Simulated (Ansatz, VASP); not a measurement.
# One calculation of YS, two programs

Contents of INCAR:

```
SYSTEM = YS
  PREC = Accurate
  ENCUT = 520
  EDIFF = 1E-8
  ISMEAR = -1
  SIGMA = 0.01
  LREAL = .False.
  LASPH = .True.
  NELM = 100
  ALGO = Normal
  ISIF = 2
  LWAVE = .False.
  LCHARG = .False.
  GGA = CA
  LEFG = .True.
  NBANDS = 16
```

The input KPOINTS:

```
regular mesh
0
Gamma
  8 8 8
  0 0 0
```

File POSCAR:

```
YS
1.0
    0.0000000000      2.7618203971      2.7618203971
    2.7618203971      0.0000000000      2.7618203971
    2.7618203971      2.7618203971      0.0000000000
Y S
1 1
Direct
    0.5000000000      0.5000000000      0.5000000000
    0.0000000000      0.0000000000      0.0000000000
```

Input for Ansatz:

```yaml
crystal:
  lattice:
    - [0.0, 2.7618203971, 2.7618203971]
    - [2.7618203971, 0.0, 2.7618203971]
    - [2.7618203971, 2.7618203971, 0.0]
  atoms:
    - { symbol: "Y", position: [0.5, 0.5, 0.5] }
    - { symbol: S, position: [0.0, 0.0, 0.0] }
kpoints:
  mp_grid: { grid: [8, 8, 8] }
scf:
  occupations: { method: fermi_dirac, width: 0.01 }
hamiltonian:
  xc: lda
  pseudopotentials: { kind: paw }
output:
  forces: true
  stress: true
  eigenvalues: true
  efg: { contact_densities: true }
```

Change from the starting cell: volume scaled by 1.02, PAW files.

Alike in both runs: task electric field gradients; functional LDA; k mesh 8 × 8 × 8; occupations fermi-dirac, width 0.01 eV; no spin polarisation.

|  | VASP | Ansatz |
| --- | --- | --- |
| version | VASP 6.6.1 | Ansatz 0.2.0 |
| potentials or method | VASP PAW LDA potentials, release 64 (Y_sv, S) | PAW with Ansatz's default frozen-core files, scalar-relativistic |
| plane-wave cutoff (eV) | 520 | 420 |
| valence electrons in the cell | 17 | 17 |

```tsv
	VASP	Ansatz	Ansatz less VASP
pressure (GPa)	-5.5	-5.6	-0.04
```

LDA's correlation is that of Perdew and Zunger in VASP and of Perdew and Wang (1992) in Ansatz.
